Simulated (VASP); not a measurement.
# Ir: relaxation of cell and atoms with PBEsol+D3(BJ)

Ir:

```
Ir
1.0
     2.75138    0.00000    0.00000
    -1.37569    2.38276    0.00000
     0.00000    0.00000    4.46229
Ir
2
Direct
  0.33333 0.66667 0.25000
  0.66667 0.33333 0.75000
```

This isn't the form of Ir at room conditions, which is fcc.

```yaml
Program: VASP 6.6.1
Task: relaxation of cell and atoms
Functional: PBEsol
Dispersion: D3(BJ)
Potentials_or_basis: VASP PAW PBE potentials, release 64 (Ir_sv_GW)
Cutoff: 560 eV
k_mesh: 11 × 11 × 6
Occupations: fermi-dirac, width 0.05 eV
Spin: no spin polarisation
Dipole_correction: no
Further_INCAR_settings: ALGO = Normal; EDIFF = 1e-07; IBRION = 2; EDIFFG = -0.01; NSW = 60; ISIF = 3
```

```json
{"Relaxed volume": "13.77 Å³/atom", "Relaxed cell": "a = 2.697 Å, b = 2.697 Å, c = 4.375 Å, α = 90.00°, β = 90.00°, γ = 120.00°", "Space group after relaxing (to 0.1 Å)": "P6_3/mmc (No. 194)", "Pressure after relaxing": "0.0 GPa", "Band gap on the k mesh": "zero (bands 17 and 18 overlap by 3.42 eV)", "Dispersion energy per atom": "-0.734 eV"}
```

Stress tensor (GPa, compression positive):
```
 0.03  0.00  0.00
 0.00  0.03  0.00
 0.00  0.00 -0.06
```

Final structure:
```cif
data_structure
_symmetry_space_group_name_H-M 'P 1'
_symmetry_Int_Tables_number 1
_cell_length_a 2.6966
_cell_length_b 2.6966
_cell_length_c 4.3747
_cell_angle_alpha 90.000
_cell_angle_beta 90.000
_cell_angle_gamma 120.000
_cell_volume 27.55
loop_
_atom_site_label
_atom_site_type_symbol
_atom_site_fract_x
_atom_site_fract_y
_atom_site_fract_z
_atom_site_occupancy
Ir1 Ir 0.33333 0.66667 0.25000 1
Ir2 Ir 0.66667 0.33333 0.75000 1
```

Levels at points of the mesh, in eV from the Fermi level:
```tsv
k point	band 14	band 15	band 16	band 17	band 18	band 19	band 20	band 21
(0.00, 0.00, 0.00)	-3.32	-3.32	-2.48	-2.48	-0.93	0.30	0.30	7.31
(0.00, 0.00, 0.50)	-4.14	-4.14	-4.14	-0.47	-0.47	-0.47	-0.47	13.12
```

Run time: 86 s on 1 thread of Intel(R) Xeon(R) 6975P-C (Granite Rapids) (shared host), peak memory 0.2 GiB.

Caveat: the PAW data sets were made with another functional, which shifts forces and pressure a little; spin-orbit coupling is left out, which moves the levels of the heavy elements.
